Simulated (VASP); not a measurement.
Wanted: the native input for a VASP 6.6.1 run.

| Quantity | Value |
| --- | --- |
| Task | single point |
| Functional | LDA |
| Potentials or basis | VASP PAW LDA potentials, release 64 (Ga_d, As) |
| Cutoff | 520 eV |
| k mesh | 12 × 12 × 12 |
| Occupations | gaussian, width 0.1 eV |
| Spin | no spin polarisation |
| Dipole correction | no |
| Further INCAR settings | ALGO = Normal; EDIFF = 1e-06; NBANDS = 16 |

The structure of GaAs lies in POSCAR:

```
GaAs
1.0
    0.0000000000      2.8016907855      2.8016907855
    2.8016907855      0.0000000000      2.8016907855
    2.8016907855      2.8016907855      0.0000000000
Ga As
1 1
Direct
    0.0000000000      0.0000000000      0.0000000000
    0.7500000000      0.7500000000      0.7500000000
```

The input as run:

INCAR

```
SYSTEM = GaAs
PREC = Accurate ; ENCUT = 520
EDIFF = 1E-6 ; ISMEAR = 0
SIGMA = 0.1 ; LREAL = .FALSE.
LASPH = .TRUE. ; NELM = 60
ALGO = Normal ; ISIF = 2
LWAVE = .FALSE. ; LCHARG = .FALSE.
NBANDS = 16
```

KPOINTS

```
regular mesh
0
G
  12 12 12
  0 0 0
```

Potentials or basis: VASP PAW LDA potentials, release 64 (Ga_d, As).

Command:

```bash
$ cat potpaw_LDA.64/Ga_d/POTCAR potpaw_LDA.64/As/POTCAR > POTCAR
$ mpirun -np 1 vasp_std > vasp.out
```

It gave:

| Quantity | Value |
| --- | --- |
| Pressure | 0.3 GPa |
| Band gap on the k mesh | 0.54 eV, direct |

It took 64 s on 1 thread of Intel Xeon 8259CL, on a shared host, peak memory 0.19 GiB.
